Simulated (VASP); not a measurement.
**CsAg2: single point with PBE**

CsAg2:

```
Cs Ag
1.0
     4.80779    0.00000    0.00000
    -2.40389    4.16367    0.00000
     0.00000    0.00000    5.39195
Cs Ag
1 2
Direct
  0.00000 0.00000 0.50000
  0.33333 0.66667 0.00000
  0.66667 0.33333 0.00000
```

```yaml
Program: VASP 6.6.1
Task: single point
Functional: PBE
Potentials_or_basis: VASP PAW PBE potentials, release 64 (Cs_sv, Ag)
Cutoff: 520 eV
k_mesh: 12 × 12 × 8
Occupations: gaussian, width 0.1 eV
Spin: no spin polarisation
Dipole_correction: no
Further_INCAR_settings: ALGO = Fast; EDIFF = 1e-06; NBANDS = 22
```

```
Pressure               : 0.6 GPa
Band gap on the k mesh : zero (an odd number of electrons rules out a gap without spin polarisation)
```

Stress tensor (GPa, compression positive):
```
0.62 0.00 0.00
0.00 0.62 0.00
0.00 0.00 0.48
```

Levels at points of the mesh, in eV from the Fermi level:
| k point | band 13 | band 14 | band 15 | band 16 | band 17 | band 18 | band 19 | band 20 |
| --- | --- | --- | --- | --- | --- | --- | --- | --- |
| (0.00, 0.00, 0.00) | -3.55 | -3.54 | -3.54 | 2.33 | 2.36 | 2.97 | 2.97 | 5.18 |
| (0.50, 0.00, 0.00) | -3.36 | -3.11 | -1.50 | -1.27 | 1.95 | 2.69 | 2.87 | 5.21 |
| (0.00, 0.00, 0.50) | -3.49 | -3.49 | -2.82 | -0.64 | 4.20 | 4.20 | 4.73 | 4.73 |
| (0.50, 0.00, 0.50) | -3.40 | -3.11 | -1.70 | -0.44 | 1.37 | 1.88 | 2.37 | 5.85 |

It took 110 s on 1 thread of Oxide Virtual Turin-like Processor, on a shared host, peak memory 0.33 GiB.

Caveat: spin-orbit coupling is left out, which moves the levels of the heavy elements.
